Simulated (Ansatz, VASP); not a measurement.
## EuAl4Si2Rh in VASP and in Ansatz

File INCAR:

```
SYSTEM = EuAl4Si2Rh
PREC = Accurate ; ENCUT = 520
EDIFF = 1E-6 ; ISMEAR = 0
SIGMA = 0.05 ; LREAL = .FALSE.
LASPH = .TRUE. ; NELM = 150
ALGO = Normal ; ISIF = 2
LWAVE = .FALSE. ; LCHARG = .FALSE.
ISPIN = 2 ; MAGMOM = 7 0 0 0 0 0 0 0
LORBIT = 11 ; LMAXMIX = 6
LDAU = .TRUE. ; LDAUTYPE = 2
LDAUL = 3 -1 -1 -1 ; LDAUU = 6 0 0 0
LDAUJ = 0 0 0 0 ; LDAUPRINT = 1
GGA = PE ; NBANDS = 40
```

File KPOINTS:

```
Automatic mesh
0
G
  4 4 2
  0 0 0
```

Contents of POSCAR:

```
EuAl4Si2Rh
1.0
    4.1760000000      0.0000000000      0.0000000000
    0.0000000000      4.1760000000      0.0000000000
    0.0000000000      0.0000000000      8.2890000000
Eu Al Si Rh
1 4 2 1
Direct
    0.0000000000      0.0000000000      0.5000000000
    0.0000000000      0.5000000000      0.1680000000
    0.5000000000      0.0000000000      0.1680000000
    0.0000000000      0.5000000000      0.8320000000
    0.5000000000      0.0000000000      0.8320000000
    0.5000000000      0.5000000000      0.3574000000
    0.5000000000      0.5000000000      0.6426000000
    0.0000000000      0.0000000000      0.0000000000
```

Input for Ansatz:

```yaml
crystal:
  lattice:
    - [4.176, 0.0, 0.0]
    - [0.0, 4.176, 0.0]
    - [0.0, 0.0, 8.289]
  atoms:
    - { symbol: Eu, position: [0.0, 0.0, 0.5], spin: 7.0 }
    - { symbol: Al, position: [0.0, 0.5, 0.168] }
    - { symbol: Al, position: [0.5, 0.0, 0.168] }
    - { symbol: Al, position: [0.0, 0.5, 0.832] }
    - { symbol: Al, position: [0.5, 0.0, 0.832] }
    - { symbol: Si, position: [0.5, 0.5, 0.3574] }
    - { symbol: Si, position: [0.5, 0.5, 0.6426] }
    - { symbol: Rh, position: [0.0, 0.0, 0.0] }
basis:
  ecutwfc: 420
  ecutrho_ratio: 4
kpoints:
  mp_grid: { grid: [4, 4, 2] }
hamiltonian:
  xc: pbe
  hubbard: { sites: [{ species: Eu, l: f, u_eff: 6.0 }] }
scf:
  occupations: { method: gaussian, width: 0.05 }
output:
  forces: true
  stress: true
  eigenvalues: true
  populations: true
  hubbard: { sites: [{ species: Eu, l: f }] }
magnetization:
  spin_polarized: true
```

Alike in both runs: task single point; functional PBE; k mesh 4 × 4 × 2; occupations gaussian, width 0.05 eV; collinear spin; Hubbard terms Eu f U = 6.0 eV.

|  | VASP | Ansatz |
| --- | --- | --- |
| version | VASP 6.6.1 | Ansatz 0.2.0 |
| potentials or method | VASP PAW PBE potentials, release 64 (Eu, Al, Si, Rh_pv), cutoff 520 eV | scalar-relativistic, plane waves, PAW |
| valence electrons in the cell | 52 | 54 |

```tsv
	VASP	Ansatz	Ansatz less VASP
gap on the k mesh at the Fermi level (eV)	none	none	-
pressure (GPa)	1.4	1.3	-0.11
traceless stress, the component that is largest in VASP (GPa)	-0.34	-0.27	+0.073
rms of the force components (eV/Å)	0.067	0.067	+0.0007
net moment per atom (μB)	0.87	0.88	0.000
size of the moment on the site where the two differ most (μB)	6.69	6.88	+0.185
```

Site moments also hang on the region over which each program counts them. The programs project onto different local orbitals, so the same U acts differently, and such runs can settle in different states. Atom by atom the forces differ by 0.001 eV/Å (rms over components). A gap of «none» marks a metal or a gap that the smearing closes. VASP's potentials hold 52 valence electrons a cell and Ansatz's 54, so a difference there can come from the potentials and not from the codes. Ansatz's warnings: filled band counts differ across k points.

The k mesh is coarse, so the values compare programs but aren't converged. Neither program's run includes spin-orbit coupling.
